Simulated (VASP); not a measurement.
Set up this calculation in VASP 6.6.1, as the native input.

| Property | Result |
| --- | --- |
| Task | single point |
| Functional | PBE |
| Potentials or basis | VASP PAW PBE potentials, release 64 (In_d, B, As) |
| Cutoff | 520 eV |
| k mesh | 3 × 3 × 3 |
| Occupations | gaussian, width 0.1 eV |
| Spin | no spin polarisation |
| Dipole correction | no |
| Further INCAR settings | ALGO = Normal; EDIFF = 1e-07; NBANDS = 34 |

The structure of In3B2As lies in POSCAR:

```
In3B2As
1.0
    3.2411722800      1.8712916900      3.7271181600
   -3.2411722800      1.8712916900      3.7271181600
    0.0000000000     -3.7425833800      3.7271181600
In B As
3 2 1
Direct
    0.5000000000      0.5000000000      0.0000000000
    0.0000000000      0.5000000000      0.5000000000
    0.5000000000      0.0000000000      0.5000000000
    0.3373006000      0.3373006000      0.3373006000
    0.6626994000      0.6626994000      0.6626994000
    0.5000000000      0.5000000000      0.5000000000
```

The cell was built from a structure type or drawn by symmetry, and may not be a known phase.

The input as run:

INCAR

```
SYSTEM = In3B2As
  ALGO = Normal
  EDIFF = 1E-7
  ENCUT = 520
  GGA = PE
  ISIF = 2
  ISMEAR = 0
  LASPH = .TRUE.
  LCHARG = .FALSE.
  LREAL = .FALSE.
  LWAVE = .FALSE.
  NBANDS = 34
  NELM = 100
  PREC = Accurate
  SIGMA = 0.1
```

KPOINTS

```
k-points
0
G
  3 3 3
  0 0 0
```

Potentials or basis: VASP PAW PBE potentials, release 64 (In_d, B, As).

Command:

```bash
$ cat potpaw_PBE.64/In_d/POTCAR potpaw_PBE.64/B/POTCAR potpaw_PBE.64/As/POTCAR > POTCAR
$ mpirun -np 1 vasp_std > vasp.out
```

Results of the run:

```
Pressure               : 45.2 GPa
Largest force          : 3.663 eV/Å
Band gap on the k mesh : 0.04 eV (least direct gap 0.32 eV)
```

Caveat: the cell stands under pressure; spin-orbit coupling is left out, which moves the levels of the heavy elements; an odd mesh through Γ misses points on the zone boundary, where band edges can lie; forces of over 1 eV/Å act on the atoms, so gaps and moduli don't describe the material at rest.

Run time: 37 s on 1 thread of Intel(R) Xeon(R) Platinum 8259CL CPU @ 2.50GHz (Skylake/Cascade Lake), on a shared host, peak memory 0.25 GiB.
